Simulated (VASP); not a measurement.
ZnSe, 8 atoms in the cell. Symmetry: P4_12_12, No. 92, tetragonal system. Conventional cell: a = 6.539 Å, b = 6.539 Å, c = 3.570 Å, α = 90.00°, β = 90.00°, γ = 90.00°. Within 3.1 Å of Zn (site symmetry 2) lie 4 Se at 2.33 to 2.39 Å. Within 3.1 Å of Se (site symmetry 2) lie 4 Zn at 2.33 to 2.39 Å. The cell was built from a structure type or drawn by symmetry, and may not be a known phase.

* Program: VASP 6.6.1
* Task: single point
* Functional: PBE
* Potentials or basis: VASP PAW PBE potentials, release 64 (Zn, Se)
* Cutoff: 520 eV
* k mesh: 4 × 4 × 6
* Occupations: gaussian, width 0.1 eV
* Spin: no spin polarisation
* Dipole correction: no
* Further INCAR settings: ALGO = Normal; EDIFF = 1e-06; NBANDS = 46

Potentials or basis: VASP PAW PBE potentials, release 64 (Zn, Se).

Launch:

```bash
$ cat potpaw_PBE.64/Zn/POTCAR potpaw_PBE.64/Se/POTCAR > POTCAR
$ mpirun -np 1 vasp_std > vasp.out
```

Hardware: 1 thread of Intel Xeon 8259CL (shared host).

Q: Estimate the wall time of this run.

A: Run time: 5.6 min on 1 thread of Intel Xeon 8259CL, with other jobs on the host, peak memory 0.3 GiB. Counts: scf iterations 14, k points 24.
